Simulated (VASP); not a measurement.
# Se in VASP: notebook

The runs below take Se through electric field gradients, with PBE.

All numbers are computed with VASP 6.6.1; they aren't measurements. Logs are shortened: lines on timing, memory, paths and dates and some standing lists are left out, and cuts for length are marked.

## Step 1: The cell of the first run

The structure is trigonal, space group P3_121 (No. 152). Conventional cell: a = 4.366 Å, b = 4.366 Å, c = 4.954 Å, α = 90.00°, β = 90.00°, γ = 120.00°. Within 3.1 Å of Se (site symmetry 2) lie 2 Se at 2.37 Å.

## Step 2: Electric field gradients, PBE

The input, INCAR:

```
SYSTEM = Se
ALGO = Normal
EDIFF = 1E-8
ENCUT = 520
GGA = PE
ISIF = 2
ISMEAR = -1
LASPH = .TRUE.
LCHARG = .FALSE.
LEFG = .TRUE.
LREAL = .FALSE.
LWAVE = .FALSE.
NBANDS = 16
NELM = 60
PREC = Accurate
SIGMA = 0.03
```

The input, KPOINTS:

```
k-points
0
G
  6 6 5
  0 0 0
```

The input, POSCAR:

```
Se
1.0
    4.3661999489      0.0000000000      0.0000000000
   -2.1830999745      3.7812400738      0.0000000000
    0.0000000000      0.0000000000      4.9536000000
Se
3
Direct
    0.2254000000      0.0000000000      0.3333333333
    0.0000000000      0.2254000000      0.6666666667
    0.7746000000      0.7746000000      0.0000000000
```

Potentials or basis: VASP PAW PBE potentials, release 64 (Se).

Launch:

```
> cat potpaw_PBE.64/Se/POTCAR > POTCAR
> mpirun -np 1 vasp_std > vasp.out
```

OUTCAR:

```text
SYSTEM = Se
   EDIFF = 1E-8
   ENCUT = 520
   GGA = PE
   ISIF = 2
   ISMEAR = -1
   LASPH = .TRUE.
   LREAL = .FALSE.
   NELM = 60
   PREC = Accurate

 ion  position               nearest neighbor table
   1  0.225  0.000  0.333-   3 2.37   2 2.37
   2  0.000  0.225  0.667-   3 2.37   1 2.37
   3  0.775  0.775  0.000-   1 2.37   2 2.37

  LATTYP: Found a hexagonal cell.
 ALAT       =     4.3661999489
 C/A-ratio  =     1.1345334749

  Lattice vectors:

 A1 = (   4.3661999489,   0.0000000000,   0.0000000000)
 A2 = (  -2.1830999745,   3.7812400738,   0.0000000000)
 A3 = (   0.0000000000,   0.0000000000,   4.9536000000)

Analysis of symmetry for initial positions (statically):
=====================================================================
 Subroutine PRICEL returns:
 Original cell was already a primitive cell.

 Routine SETGRP: Setting up the symmetry group for a
 hexagonal supercell.

 Subroutine GETGRP returns: Found  6 space group operations
 (whereof  2 operations were pure point group operations)
 out of a pool of 24 trial point group operations.

The static configuration has the point symmetry C_2 .
 The point group associated with its full space group is D_3 .

Analysis of symmetry for dynamics (positions and initial velocities):
=====================================================================
 Subroutine PRICEL returns:
 Original cell was already a primitive cell.

 Routine SETGRP: Setting up the symmetry group for a
 hexagonal supercell.

 Subroutine GETGRP returns: Found  6 space group operations
 (whereof  2 operations were pure point group operations)
 out of a pool of 24 trial point group operations.

The dynamic configuration has the point symmetry C_2 .
 The point group associated with its full space group is D_3 .

 Subroutine INISYM returns: Found  6 space group operations
 (whereof  2 operations are pure point group operations),
 and found     1 'primitive' translations

----------------------------------------------------------------------------------------

                                     Primitive cell

  volume of cell :      81.7822

[... 124 lines left out ...]
 maximum number of plane-waves:      2221
   NGX = 17   NGY = 17   NGZ = 19

 number of electron      18.0000001 magnetization

 Free energy of the ion-electron system (eV)
  ---------------------------------------------------
  ext. energy  EPLUGINS =         0.00000000
  ---------------------------------------------------
  free energy    TOTEN  =       -10.46980663 eV

  energy without entropy =      -10.46980663  energy(sigma->0) =      -10.46980663

 E-fermi :   3.2099     XC(G=0):  -8.8423

 val. band max:        2.5730231648   @ k =  -0.1667   0.5000   0.4000
 cond. band min:       3.8846080656   @ k =   0.0000   0.0000   0.4000
 fundamental gap:      1.3115849008
 Fermi energy:         3.2099180081

 k-point     1 :       0.0000    0.0000    0.0000
  band No.  band energies     occupation
      1     -13.1745      2.00000
      2      -9.0518      2.00000
      3      -9.0518      2.00000
      4      -1.1590      2.00000
      5      -1.1590      2.00000
      6      -1.0822      2.00000
[... 433 lines left out ...]
      3      -7.5504      2.00000
      4      -2.6644      2.00000
      5      -1.7763      2.00000
      6      -1.1781      2.00000
[... 8 lines left out ...]
     15      10.6492      0.00000
     16      11.0283      0.00000

 [... further k-points ...]
[... 5 lines left out ...]
  --------------------------------------------------------------------------------------
  -------------------------------------------------------------------------------------
  Total        1.1798265      1.1798265      2.1026812     -0.0000000      0.0000000      0.0000000
  in kB       23.1137247     23.1137247     41.1931687     -0.0000000      0.0000000      0.0000000
  external PRESSURE =      29.1402060 kB  Pullay stress =       0.0000000 kB

 VOLUME and BASIS-vectors are now :
 -----------------------------------------------------------------------------
  energy-cutoff  :      520.00
  volume of cell :       81.78
      direct lattice vectors                 reciprocal lattice vectors
     4.366199949  0.000000000  0.000000000     0.229032113  0.132231752  0.000000000
    -2.183099975  3.781240074  0.000000000     0.000000000  0.264463504  0.000000000
     0.000000000  0.000000000  4.953600000     0.000000000  0.000000000  0.201873385

 POSITION                                       TOTAL-FORCE (eV/Angst)
 -----------------------------------------------------------------------------------
      0.98414      0.00000      1.65120         0.431771     -0.000000      0.000000
     -0.49207      0.85229      3.30240        -0.215885      0.373925     -0.000000
      1.69103      2.92895      0.00000        -0.215885     -0.373925      0.000000
 -----------------------------------------------------------------------------------
    total drift:                                0.000000      0.000000      0.000000

  FREE ENERGIE OF THE ION-ELECTRON SYSTEM (eV)
  ---------------------------------------------------
  free  energy   TOTEN  =       -10.4698066263 eV

  energy  without entropy=      -10.4698066262  energy(sigma->0) =      -10.46980663

 Electric field gradients (V/A^2)
---------------------------------------------------------------------
 ion       V_xx      V_yy      V_zz      V_xy      V_xz      V_yz
---------------------------------------------------------------------
   1     166.968  -340.754   173.786    -0.000     0.000   331.062
   2    -213.824    40.037   173.786  -219.850  -286.708  -165.531
   3    -213.823    40.037   173.786   219.850   286.708  -165.531
---------------------------------------------------------------------

 Electric field gradients after diagonalization (V/A^2)
 (convention: |V_zz| > |V_xx| > |V_yy|)
----------------------------------------------------------------------
 ion       V_xx      V_yy      V_zz     asymmetry (V_yy - V_xx)/ V_zz
----------------------------------------------------------------------
   1     335.789   166.968  -502.758       0.336
   2     335.789   166.968  -502.758       0.336
   3     335.789   166.968  -502.757       0.336
----------------------------------------------------------------------

           NMR quadrupolar parameters

 Cq : quadrupolar parameter    Cq=e*Q*V_zz/h
 eta: asymmetry parameters     (V_yy - V_xx)/ V_zz
 Q  : nuclear electric quadrupole moment in mb (millibarn)
----------------------------------------------------------------------
 ion       Cq(MHz)       eta       Q (mb)
----------------------------------------------------------------------
   1      -1.216       0.336       1.000
   2      -1.216       0.336       1.000
   3      -1.216       0.336       1.000
----------------------------------------------------------------------
```

OSZICAR:

```text
N       E                     dE             d eps       ncg     rms          rms(c)
DAV:   1     0.823566762900E+02    0.82357E+02   -0.71461E+03   864   0.933E+02
DAV:   2    -0.535755644513E+01   -0.87714E+02   -0.83368E+02  1200   0.153E+02
DAV:   3    -0.105118678872E+02   -0.51543E+01   -0.51327E+01  1008   0.428E+01
DAV:   4    -0.105483259743E+02   -0.36458E-01   -0.36452E-01  1208   0.429E+00
DAV:   5    -0.105485823345E+02   -0.25636E-03   -0.25636E-03  1032   0.351E-01    0.703E+00
DAV:   6    -0.104902779020E+02    0.58304E-01   -0.34748E-02  1072   0.117E+00    0.435E+00
DAV:   7    -0.104703038978E+02    0.19974E-01   -0.72005E-02  1024   0.165E+00    0.200E-01
DAV:   8    -0.104696511148E+02    0.65278E-03   -0.85735E-03   984   0.567E-01    0.101E-01
DAV:   9    -0.104697586417E+02   -0.10753E-03   -0.28574E-04  1248   0.108E-01    0.338E-02
DAV:  10    -0.104698034330E+02   -0.44791E-04   -0.50454E-05   984   0.477E-02    0.679E-03
DAV:  11    -0.104698067366E+02   -0.33035E-05   -0.78822E-06  1200   0.169E-02    0.376E-03
DAV:  12    -0.104698066456E+02    0.90970E-07   -0.16633E-06  1080   0.817E-03    0.161E-03
DAV:  13    -0.104698066281E+02    0.17456E-07   -0.26997E-07  1144   0.297E-03    0.482E-04
DAV:  14    -0.104698066263E+02    0.18308E-08   -0.23850E-08  1000   0.952E-04
   1 F= -.10469807E+02 E0= -.10469807E+02  d E =-.621423E-10
```

stdout:

```text
POSCAR found type information on POSCAR Se
 POSCAR found :  1 types and       3 ions
 scaLAPACK will be used
 LDA part: xc-table for (Slater+PW92), standard interpolation
 POSCAR, INCAR and KPOINTS ok, starting setup
 FFT: planning ... GRIDC
 FFT: planning ... GRID_SOFT
 FFT: planning ... GRID
 WAVECAR not read
 entering main loop
ion   1

ion   2
     0.0000499     4.2072217     3.0773259    -2.7418616     5.3300849     2.4290406
     0.0000687     4.2072217     3.0773259    -2.7418616     5.3300849     2.4290406
     0.0000946     4.2072217     3.0773259    -2.7418616     5.3300848     2.4290406
     0.0001302     4.2072216     3.0773258    -2.7418615     5.3300847     2.4290405

     0.0000499   201.2946157   151.4583921  -137.6535751   262.3336304   116.2175006
     0.0000687   201.2897135   151.4546962  -137.6502162   262.3272288   116.2146702
     0.0000946   201.2817658   151.4487043  -137.6447710   262.3168506   116.2100817
     0.0001302   201.2689450   151.4390387  -137.6359878   262.3001092   116.2026796

ion   3
     0.0000499    -4.2072217     3.0773259    -2.7418616    -5.3300849     2.4290406
     0.0000687    -4.2072217     3.0773259    -2.7418616    -5.3300849     2.4290406
     0.0000946    -4.2072217     3.0773259    -2.7418616    -5.3300848     2.4290406
     0.0001302    -4.2072216     3.0773258    -2.7418615    -5.3300847     2.4290405

     0.0000499  -201.2946158   151.4583921  -137.6535751  -262.3336304   116.2175006
     0.0000687  -201.2897135   151.4546962  -137.6502162  -262.3272288   116.2146703
     0.0000946  -201.2817659   151.4487043  -137.6447710  -262.3168506   116.2100817
     0.0001302  -201.2689450   151.4390387  -137.6359878  -262.3001092   116.2026796
```

It took 20 s on 1 thread of Intel Xeon Platinum 8488C (Sapphire Rapids), shared host; peak memory 0.19 GiB.

Results:

```yaml
Free_energy: -10.4698 eV
Pressure: 2.9 GPa
Largest_force: 0.432 eV/Å
Band_gap_on_the_k_mesh: 1.31 eV, indirect (least direct gap 1.51 eV)
```

Forces in eV/Å, atoms in the order of the input:
```
Se   0.432  0.000  0.000
Se  -0.216  0.374  0.000
Se  -0.216 -0.374  0.000
```

Electric field gradients, principal values (V/Å²):
```
atom    least   middle  greatest (by size)
1 Se  166.968  335.789            -502.758
2 Se  166.968  335.789            -502.758
3 Se  166.968  335.789            -502.757
```

Caveat: without QUAD_EFG the Cq values of the log hold for a quadrupole moment of 1 mb, not for the nuclei. A k mesh can miss the band edges.

(Continued in part 2 of 3.)
